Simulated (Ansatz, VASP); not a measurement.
One calculation of TiCo, two programs

INCAR

```
SYSTEM = TiCo
ALGO = Fast ; EDIFF = 1E-6
ENCUT = 520 ; GGA = PE
ISIF = 2 ; ISMEAR = 0
ISPIN = 2 ; LASPH = .True.
LCHARG = .True. ; LELF = .True.
LMAXMIX = 4 ; LORBIT = 11
LREAL = .False. ; LVHAR = .True.
LWAVE = .False. ; MAGMOM = 0 1.07
NBANDS = 22 ; NELM = 150
PREC = Accurate ; SIGMA = 0.1
```

Contents of KPOINTS:

```
k-points
0
Gamma
  18 18 18
  0 0 0
```

POSCAR

```
TiCo
1.0
    2.8927149485      0.0000000000      0.0000000000
    0.0000000000      2.8927149485      0.0000000000
    0.0000000000      0.0000000000      2.8927149485
Ti Co
1 1
Direct
    0.0000000000      0.0000000000      0.0000000000
    0.5000000000      0.5000000000      0.5000000000
```

Input for Ansatz:

```yaml
crystal:
  lattice:
    - [2.8927149485, 0.0, 0.0]
    - [0.0, 2.8927149485, 0.0]
    - [0.0, 0.0, 2.8927149485]
  atoms:
    - { symbol: Ti, position: [0.0, 0.0, 0.0] }
    - { symbol: Co, position: [0.5, 0.5, 0.5], spin: 1.07 }
basis:
  ecutwfc: 420
kpoints:
  mp_grid: { grid: [18, 18, 18] }
hamiltonian:
  xc: pbe
scf:
  occupations: { method: gaussian, width: 0.1 }
output:
  forces: true
  stress: true
  eigenvalues: true
  populations: true
magnetization:
  spin_polarized: true
```

Alike in both runs: task single point; functional PBE; k mesh 18 × 18 × 18; occupations gaussian, width 0.1 eV; collinear spin.

|  | VASP | Ansatz |
| --- | --- | --- |
| version | VASP 6.6.1 | Ansatz 0.2.0 |
| potentials or method | VASP PAW PBE potentials, release 64 (Ti_sv, Co), cutoff 520 eV | scalar-relativistic, plane waves, PAW |
| valence electrons in the cell | 21 | 29 |

VASP gave:

* gap on the k mesh at the Fermi level (eV): none
* pressure (GPa): 17.9
* net moment per atom (μB): 0.35
* size of the moment on the site where the two differ most (μB): 0.71

Q: Estimate Ansatz's values.

A: gap on the k mesh at the Fermi level (eV): none; pressure (GPa): 18.9; net moment per atom (μB): 0.37; size of the moment on the site where the two differ most (μB): 0.77.

Site moments also hang on the region over which each program counts them. A gap of «none» marks a metal or a gap that the smearing closes. VASP's potentials hold 21 valence electrons a cell and Ansatz's 29, so a difference there can come from the potentials and not from the codes.
